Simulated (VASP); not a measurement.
# HfS2 (P-3m1) in VASP: single point with PBE0

Aim: the single point of HfS2 with PBE0.

All numbers are computed with VASP 6.6.1; they aren't measurements. Logs are shortened: lines on timing, memory, paths and dates and some standing lists are left out, and cuts for length are marked.

## (1) The cell of the first run

Symmetry: P-3m1, No. 164, trigonal system. The conventional cell has a = 3.630 Å, b = 3.630 Å, c = 5.879 Å, α = 90.00°, β = 90.00°, γ = 120.00°. Hf (site symmetry -3m) has 6 S at 2.54 Å within 3.4 Å. Within 3.4 Å of S (site symmetry 3m) lie 3 Hf at 2.54 Å.

## (2) Single point, PBE0

POSCAR reads:

```
HfS2
1.0
    3.6302450488      0.0000000000      0.0000000000
   -1.8151225244      3.1438844342      0.0000000000
    0.0000000000      0.0000000000      5.8787062851
Hf S
1 2
Direct
    0.0000000000      0.0000000000      0.0000000000
    0.6666666667      0.3333333333      0.7553800774
    0.3333333333      0.6666666667      0.2446199226
```

INCAR.step1 reads:

```
PREC     = Accurate       # precision mode
ENCUT    = 400            # plane-wave cutoff, eV
EDIFF    = 1E-5           # SCF threshold, eV
ISMEAR   = 0              # smearing method
SIGMA    = 0.01           # smearing width, eV
LREAL    = False          # projectors in reciprocal space
LASPH    = True           # aspherical terms in the spheres
NELM     = 120            # most SCF steps
ALGO     = Normal         # electronic algorithm
ISIF     = 2              # what is computed and relaxed
LWAVE    = True           # write WAVECAR
LCHARG   = False          # write CHGCAR
GGA      = PE             # functional
NBANDS   = 18             # bands
GGA_COMPAT= False
```

INCAR.step2 reads:

```
PREC     = Accurate       # precision mode
ENCUT    = 400            # plane-wave cutoff, eV
EDIFF    = 1E-6           # SCF threshold, eV
ISMEAR   = 0              # smearing method
SIGMA    = 0.01           # smearing width, eV
LREAL    = False          # projectors in reciprocal space
LASPH    = True           # aspherical terms in the spheres
NELM     = 120            # most SCF steps
ALGO     = Normal         # electronic algorithm
ISIF     = 2              # what is computed and relaxed
LWAVE    = False          # write WAVECAR
LCHARG   = False          # write CHGCAR
GGA      = PE             # functional
LHFCALC  = True           # exact exchange
AEXX     = 0.25           # exact-exchange fraction
PRECFOCK = Normal       
ISTART   = 1            
NBANDS   = 18             # bands
GGA_COMPAT= False
```

KPOINTS reads:

```
regular mesh
0
Gamma
  6 6 4
```

Potentials or basis: VASP PAW PBE potentials, release 64 (Hf_pv, S).

The run is started by

```console
cat potpaw_PBE.64/Hf_pv/POTCAR potpaw_PBE.64/S/POTCAR > POTCAR
cp INCAR.step1 INCAR
mpirun -np 1 vasp_std > vasp.out
cp INCAR.step2 INCAR
mpirun -np 1 vasp_std > vasp.out
```

OUTCAR:

```text
PREC = Accurate
   ENCUT = 400
   EDIFF = 1E-6
   ISMEAR = 0
   LREAL = False
   LASPH = True
   NELM = 120
   ISIF = 2
   GGA = PE
   LHFCALC = True
   AEXX = 0.25
   PRECFOCK = Normal
   ISTART = 1

 ion  position               nearest neighbor table
   1  0.000  0.000  0.000-   2 2.54   3 2.54   3 2.54   2 2.54   2 2.54   3 2.54
   2  0.667  0.333  0.755-   1 2.54   1 2.54   1 2.54
   3  0.333  0.667  0.245-   1 2.54   1 2.54   1 2.54

  LATTYP: Found a hexagonal cell.
 ALAT       =     3.6302450488
 C/A-ratio  =     1.6193689974

  Lattice vectors:

 A1 = (   3.6302450488,   0.0000000000,   0.0000000000)
 A2 = (  -1.8151225244,   3.1438844342,   0.0000000000)
 A3 = (   0.0000000000,   0.0000000000,   5.8787062851)

Analysis of symmetry for initial positions (statically):
=====================================================================
 Subroutine PRICEL returns:
 Original cell was already a primitive cell.

 Routine SETGRP: Setting up the symmetry group for a
 hexagonal supercell.

 Subroutine GETGRP returns: Found 12 space group operations
 (whereof 12 operations were pure point group operations)
 out of a pool of 24 trial point group operations.

The static configuration has the point symmetry D_3d.

Analysis of symmetry for dynamics (positions and initial velocities):
=====================================================================
 Subroutine PRICEL returns:
 Original cell was already a primitive cell.

 Routine SETGRP: Setting up the symmetry group for a
 hexagonal supercell.

 Subroutine GETGRP returns: Found 12 space group operations
 (whereof 12 operations were pure point group operations)
 out of a pool of 24 trial point group operations.

The dynamic configuration has the point symmetry D_3d.

 Subroutine INISYM returns: Found 12 space group operations
 (whereof 12 operations are pure point group operations),
 and found     1 'primitive' translations

----------------------------------------------------------------------------------------

                                     Primitive cell

  volume of cell :      67.0941

  direct lattice vectors                    reciprocal lattice vectors
     3.630245049  0.000000000  0.000000000     0.275463498  0.159038925  0.000000000
    -1.815122524  3.143884434  0.000000000     0.000000000  0.318077850  0.000000000
     0.000000000  0.000000000  5.878706285     0.000000000  0.000000000  0.170105454

  length of vectors
     3.630245049  3.630245049  5.878706285     0.318077850  0.318077850  0.170105454

  position of ions in fractional coordinates (direct lattice)
     0.000000000  0.000000000  0.000000000
     0.666666667  0.333333333  0.755380077
     0.333333333  0.666666667  0.244619923

  ion indices of the primitive-cell ions
   primitive index   ion index
                 1           1
                 2           2
                 3           3

----------------------------------------------------------------------------------------

 KPOINTS: regular mesh

Automatic generation of k-mesh.
 Grid dimensions read from file:
 generate k-points for:    6    6    4

 Generating k-lattice:

  Cartesian coordinates                     Fractional coordinates (reciprocal lattice)
     0.045910583  0.026506487  0.000000000     0.166666667  0.000000000  0.000000000
     0.000000000  0.053012975  0.000000000     0.000000000  0.166666667  0.000000000
     0.000000000  0.000000000  0.042526363     0.000000000  0.000000000  0.250000000

  Length of vectors
     0.053012975  0.053012975  0.042526363

  Shift w.r.t. Gamma in fractional coordinates (k-lattice)
     0.000000000  0.000000000  0.000000000

 Subroutine IBZKPT returns following result:
 ===========================================

 Found     24 irreducible k-points:

 Following reciprocal coordinates:
            Coordinates               Weight
  0.000000  0.000000  0.000000      1.000000
  0.166667 -0.000000  0.000000      6.000000
  0.333333 -0.000000  0.000000      6.000000
  0.500000 -0.000000  0.000000      3.000000
  0.166667  0.166667  0.000000      6.000000
  0.333333  0.166667  0.000000     12.000000
[... 16 lines left out ...]
  0.333333  0.166667  0.500000     12.000000
  0.333333  0.333333  0.500000      2.000000
   k-points           NKPTS =     24   k-points in BZ     NKDIM =    144   number of bands    NBANDS=     18
   number of dos      NEDOS =    301   number of ions     NIONS =      3
   total plane-waves  NPLWV =  23040
   dimension x,y,z NGX =    24 NGY =   24 NGZ =   40
   dimension x,y,z NGXF=    48 NGYF=   48 NGZF=   80
   ions per type =               1   2
   NGX,Y,Z   is equivalent  to a cutoff of  10.99, 10.99, 11.31 a.u.
   NGXF,Y,Z  is equivalent  to a cutoff of  21.98, 21.98, 22.62 a.u.
 SYSTEM =  unknown system
   PREC   = accura    normal or accurate (medium, high low for compatibility)
   ISTART =      1    job   : 0-new  1-cont  2-samecut
   ICHARG =      0    charge: 1-file 2-atom 10-const
   ISPIN  =      1    spin polarized calculation?
   LNONCOLLINEAR =      F non collinear calculations
   LSORBIT =      F    spin-orbit coupling
   LASPH  =      T    aspherical Exc in radial PAW
   ENCUT  =  400.0 eV  29.40 Ry    5.42 a.u.   5.92  5.92  9.59*2*pi/ulx,y,z
   NELM   =    120;   NELMIN=  2; NELMDL=  0     # of ELM steps
   EDIFF  = 0.1E-05   stopping-criterion for ELM
   LREAL  =      F    real-space projection
   EDIFFG = 0.1E-04   stopping-criterion for IOM
   NSW    =      0    number of steps for IOM
   IBRION =     -1    ionic relax: 0-MD 1-quasi-New 2-CG
   NFREE  =      0    steps in history (QN), initial steepest desc. (CG)
   ISIF   =      2    stress and relaxation
   ISYM   =      3    0-nonsym 1-usesym 2-fastsym
   POTIM  = 0.5000    time-step for ionic-motion
   TEBEG  =    0.0;   TEEND  =   0.0 temperature during run
   PSTRESS=    0.0 pullay stress
   NELECT =      22.0000    total number of electrons
   NUPDOWN=      -1.0000    fix difference up-down
   EMIN   =  10.00;   EMAX   =-10.00  energy-range for DOS
   EFERMI =   0.00;   METHOD = LEGACY
   ISMEAR =     0;   SIGMA  =   0.01  broadening in eV -4-tet -1-fermi 0-gaus
   EFERMI_NEDOS =   21; number of points for ismear=-14 and -15
   IALGO  =     38    algorithm
   IMIX   =      1    mixing-type and parameters
     AMIX     =   0.40;   BMIX     =  1.00
     AMIX_MAG =   1.60;   BMIX_MAG =  1.00
  volume/ion in A,a.u.               =      22.36       150.92
  Fermi-wavevector in a.u.,A,eV,Ry     =   1.128897  2.133306 17.339378  1.274408
  Thomas-Fermi vector in A             =   2.265589
   LORBIT       =      0    0 simple, 1 ext, 2 COOP (PROOUT), +10 PAW based schemes
   GGA     = PE    functional components
   LHFCALC =     T    Hartree Fock is set to
   PRECFOCK=normal    Normal, Fast or Accurate (Low or Medium for compatibility)
   ENCUT4O =  -1.0   cutoff for four orbital integrals eV
   NKREDX  =     1    reduce k-point grid by
   NKREDY  =     1    reduce k-point grid by
   NKREDZ  =     1    reduce k-point grid by
   AEXX    =    0.2500 exact exchange contribution
   HFSCREEN=    0.0000 screening length (either q_TF or 0.3 A-1)
   HFSCREENC=   0.0000 screening length for correlation (either q_TF or 0.3 A-1)
   ENCUTFOCK=  -1.0 apply spherical cutoff to Coloumb kernel
   IVDW    =     0    specifies the selected vdW correction
   LEPSILON=     F    determine dielectric tensor
   LRPA    =     F    only Hartree local field effects (RPA)
 non-spin polarized calculation
 Gauss-broadening in eV      SIGMA  =   0.01
  energy-cutoff  :      400.00
  volume of cell :       67.09
 maximum number of plane-waves:      1236
  NGX = 18; NGY = 18; NGZ = 30

 number of electron      22.0000002 magnetization

 Free energy of the ion-electron system (eV)
  ---------------------------------------------------
  ext. energy  EPLUGINS =         0.00000000
  ---------------------------------------------------
  free energy    TOTEN  =       -29.03142446 eV

  energy without entropy =      -29.03142446  energy(sigma->0) =      -29.03142446

 E-fermi :   2.5158     XC(G=0):  -7.6147

 val. band max:        2.3894682323   @ k =   0.0000   0.0000   0.0000
 cond. band min:       4.9398770219   @ k =   0.5000  -0.0000   0.5000
 fundamental gap:      2.5504087896
 Fermi energy:         2.5158012690

 k-point     1 :       0.0000    0.0000    0.0000
  band No.  band energies     occupation
      1     -30.5225      2.00000
      2     -30.3859      2.00000
      3     -30.3859      2.00000
      4     -12.2039      2.00000
      5     -10.2860      2.00000
      6      -2.9601      2.00000
[... 10 lines left out ...]
     17       9.6709      0.00000
     18       9.7732      0.00000

 k-point     2 :       0.1667   -0.0000    0.0000
  band No.  band energies     occupation
      1     -30.5117      2.00000
      2     -30.4454      2.00000
      3     -30.3996      2.00000
      4     -11.8580      2.00000
      5     -10.3444      2.00000
      6      -2.5302      2.00000
[... 10 lines left out ...]
     17      10.9216      0.00000
     18      11.6613      0.00000

 k-point     3 :       0.3333   -0.0000    0.0000
  band No.  band energies     occupation
      1     -30.5627      2.00000
      2     -30.4894      2.00000
      3     -30.4265      2.00000
      4     -11.0959      2.00000
      5     -10.4307      2.00000
      6      -2.1991      2.00000
[... 10 lines left out ...]
     17      11.5510      0.00000
     18      12.1692      0.00000

 k-point     4 :       0.5000   -0.0000    0.0000
  band No.  band energies     occupation
      1     -30.6202      2.00000
      2     -30.4784      2.00000
      3     -30.4398      2.00000
      4     -10.7781      2.00000
      5     -10.3279      2.00000
      6      -3.0643      2.00000
[... 375 lines left out ...]
      4     -11.0625      2.00000
      5     -10.6890      2.00000
      6      -1.9481      2.00000
[... 10 lines left out ...]
     17      12.2904      0.00000
     18      12.8601      0.00000

 k-point    23 :       0.3333    0.1667    0.5000
  band No.  band energies     occupation
      1     -30.5899      2.00000
      2     -30.4793      2.00000
      3     -30.4703      2.00000
      4     -10.7235      2.00000
      5     -10.3802      2.00000
      6      -2.6431      2.00000
[... 10 lines left out ...]
     17      11.5898      0.00000
     18      11.6998      0.00000

 k-point    24 :       0.3333    0.3333    0.5000
  band No.  band energies     occupation
      1     -30.5483      2.00000
      2     -30.5483      2.00000
      3     -30.4737      2.00000
      4     -10.4462      2.00000
      5     -10.4462      2.00000
      6      -1.8067      2.00000
[... 10 lines left out ...]
     17      12.4465      0.00000
     18      13.1784      0.00000

------------------------ aborting loop because EDIFF is reached ----------------------------------------

  FORCE on cell =-STRESS in cart. coord.  units (eV):
  Direction    XX          YY          ZZ          XY          YZ          ZX
  --------------------------------------------------------------------------------------
  -------------------------------------------------------------------------------------
  Total       -0.1413778     -0.1413778      0.1243713      0.0000000      0.0000000     -0.0000000
  in kB       -3.3760404     -3.3760404      2.9699320      0.0000000      0.0000000     -0.0000000
  external PRESSURE =      -1.2607163 kB  Pullay stress =       0.0000000 kB

 VOLUME and BASIS-vectors are now :
 -----------------------------------------------------------------------------
  energy-cutoff  :      400.00
  volume of cell :       67.09
      direct lattice vectors                 reciprocal lattice vectors
     3.630245049  0.000000000  0.000000000     0.275463498  0.159038925  0.000000000
    -1.815122524  3.143884434  0.000000000     0.000000000  0.318077850  0.000000000
     0.000000000  0.000000000  5.878706285     0.000000000  0.000000000  0.170105454

 POSITION                                       TOTAL-FORCE (eV/Angst)
 -----------------------------------------------------------------------------------
      0.00000      0.00000      0.00000         0.000000     -0.000000      0.000000
      1.81512      1.04796      4.44066         0.000000      0.000000      0.195344
     -0.00000      2.09592      1.43805        -0.000000      0.000000     -0.195344
 -----------------------------------------------------------------------------------
    total drift:                               -0.000000      0.000000     -0.000003

  FREE ENERGIE OF THE ION-ELECTRON SYSTEM (eV)
  ---------------------------------------------------
  free  energy   TOTEN  =       -29.0314244580 eV

  energy  without entropy=      -29.0314244580  energy(sigma->0) =      -29.03142446
```

It took 49 min on 1 thread of Intel Xeon Platinum 8259CL at 2.50GHz (Skylake/Cascade Lake), shared host; peak memory 0.18 GiB.

What came out:

* Free energy: -29.0314 eV
* Pressure: -0.1 GPa
* Largest force: 0.195 eV/Å
* Band gap on the k mesh: 2.55 eV (least direct gap 3.52 eV)

Forces on the atoms (eV/Å):
```
Hf   0.000  0.000  0.000
S    0.000  0.000  0.195
S    0.000  0.000 -0.195
```

Stress tensor (GPa, compression positive):
```
-0.34  0.00  0.00
 0.00 -0.34  0.00
 0.00  0.00  0.30
```

Caveat: the PAW data sets were made with another functional, which shifts forces and pressure a little; spin-orbit coupling is left out, which moves the levels of the heavy elements; this functional lacks dispersion, which binds the layers, so the pressure and a relaxed spacing across them are unreliable.
